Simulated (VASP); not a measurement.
Crystal: P.

```xyz
3
Lattice="4.4144 0.0000 0.0000 -2.2072 3.8230 0.0000 0.0000 0.0000 2.7060" Properties=species:S:1:pos:R:3 pbc="T T T"
P     0.0000    0.0000    0.0000
P     0.0000    2.5487    1.3530
P     2.2072    1.2743    1.3530
```

* Program: VASP 6.6.1
* Task: relaxation of cell and atoms
* Functional: PBE
* Potentials or basis: VASP PAW PBE potentials, release 64 (P)
* Cutoff: 600 eV
* k mesh: 8 × 8 × 12
* Occupations: fermi-dirac, width 0.1 eV
* Spin: no spin polarisation

At the start: pressure -4.8 GPa; volume 15.22 Å³/atom.

Problem. How do energy, volume and symmetry change on relaxing?

Solution. Over 8 steps the energy falls by 38.9 meV/atom and the volume is 14.36 Å³/atom (-5.6 %); space group P6/mmm (No. 191, to 0.05 Å).

The path:
```tsv
step	energy change (eV)	largest force (eV/Å)	pressure (GPa)	volume (Å³)
1	0.0000	0.0000	-4.77	45.67
2	-0.0871	0.0000	0.64	42.72
3	-0.0899	0.0000	1.81	42.20
4	-0.1139	0.0000	1.14	42.55
5	-0.1154	0.0000	1.01	42.64
6	-0.1154	0.0000	1.00	42.65
7	-0.1166	0.0000	-0.32	43.25
8	-0.1168	0.0000	0.02	43.09
```

Final structure:
```cif
data_structure
_symmetry_space_group_name_H-M 'P 1'
_symmetry_Int_Tables_number 1
_cell_length_a 4.4508
_cell_length_b 4.4508
_cell_length_c 2.5116
_cell_angle_alpha 90.000
_cell_angle_beta 90.000
_cell_angle_gamma 120.000
_cell_volume 43.09
loop_
_atom_site_label
_atom_site_type_symbol
_atom_site_fract_x
_atom_site_fract_y
_atom_site_fract_z
_atom_site_occupancy
P1 P 0.00000 0.00000 0.00000 1
P2 P 0.33333 0.66667 0.50000 1
P3 P 0.66667 0.33333 0.50000 1
```
